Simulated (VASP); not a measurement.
Runs of VASP 6.6.1 on GaAs. The structure is cubic, space group F-43m (No. 216). The conventional cell has a = 5.653 Å, b = 5.653 Å, c = 5.653 Å, α = 90.00°, β = 90.00°, γ = 90.00°. Within 3.2 Å of Ga (site symmetry -43m) lie 4 As at 2.45 Å. Within 3.2 Å of As (site symmetry -43m) lie 4 Ga at 2.45 Å. 

```csv
level,potentials or basis,spin,k mesh,cutoff (eV),gap on the mesh (eV),pressure (GPa)
LDA,"VASP PAW LDA potentials, release 64 (Ga_d, As)",off,8 × 8 × 8,500,(b),-1.6
PBE,"VASP PAW PBE potentials, release 64 (Ga_d, As)",off,8 × 8 × 8,520,(a),3.5
PBE,"VASP PAW PBE potentials, release 64 (Ga_d, As)",off,4 × 4 × 4,500,0.51,3.7
r2SCAN,"VASP PAW PBE potentials, release 64 (Ga_d, As)",off,8 × 8 × 8,550,1.00,0.6
PBE,"VASP PAW PBE potentials, release 64 (Ga_d, As)","non-collinear, zero start, SOC",8 × 8 × 8,500,-,3.5
```

Alike in all rows: task single point; cell as given; smearing gaussian 0.01 eV.

Problem. Estimate the missing entries.

Solution. (a) 0.52; (b) 0.33.

Caveats: some runs use coarse meshes; the PAW data sets were made with another functional, which shifts forces and pressure a little (some runs).

A k mesh can miss the band edges, and rows without SOC leave out spin-orbit coupling on As, Ga.
